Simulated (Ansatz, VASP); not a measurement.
One calculation of Lu3Sn2F, two programs

```
Lu Sn F
1.0
     7.65891    0.00000    0.00000
    -3.82945    6.63281    0.00000
     0.00000    0.00000    3.98763
Lu Sn F
3 2 1
Direct
  0.50000 0.00000 0.50000
  0.50000 0.50000 0.50000
  0.00000 0.50000 0.50000
  0.33333 0.66667 0.00000
  0.66667 0.33333 0.00000
  0.00000 0.00000 0.00000
```

Change from the starting cell: species swapped into the GdAl3Pd2 type (P6/mmm, No. 191).

Alike in both runs: functional PBE; k mesh 3 × 3 × 3; occupations gaussian, width 0.15 eV; no spin polarisation.

Ansatz relaxed the structure, and its values are those at the end. VASP's run is a single point on that final structure, the one shown.

|  | VASP | Ansatz |
| --- | --- | --- |
| version | VASP 6.6.1 | Ansatz 0.2.0 |
| potentials or method | VASP PAW PBE potentials, release 64 (Lu, Sn_d, F), cutoff 520 eV | scalar-relativistic, plane waves, PAW |
| valence electrons in the cell | 110 | 110 |

|  | VASP | Ansatz | Ansatz less VASP |
| --- | --- | --- | --- |
| gap on the k mesh at the Fermi level (eV) | none | none | - |
| pressure (GPa) | 0.5 | 0.4 | -0.06 |

A gap of «none» marks a metal or a gap that the smearing closes.

The k mesh is coarse, so the values compare programs but aren't converged. Spin-orbit coupling is off throughout.
